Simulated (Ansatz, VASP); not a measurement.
**H: VASP beside Ansatz**

```
H
1.0
     1.97422    0.00000    0.00000
    -0.98711    1.70972    0.00000
     0.00000    0.00000    3.17148
H
2
Direct
  0.33333 0.66667 0.25000
  0.66667 0.33333 0.75000
```

Change from the starting cell: volume scaled by 0.9405.

Alike in both runs: task single point; functional PBE; k mesh 13 × 13 × 7; occupations fermi-dirac, width 0.01 eV; no spin polarisation.

|  | VASP | Ansatz |
| --- | --- | --- |
| version | VASP 6.6.1 | Ansatz 0.2.0 |
| potentials or method | VASP PAW PBE potentials, release 64 (H), cutoff 500 eV | all-electron LAPW, scalar-relativistic |

```tsv
	VASP	Ansatz	Ansatz less VASP
pressure (GPa)	-24.1	-23.8	+0.28
traceless stress, the component that is largest in VASP (GPa)	-2.25	-2.26	-0.006
```

Ansatz ran all-electron here, and VASP with PAW potentials.
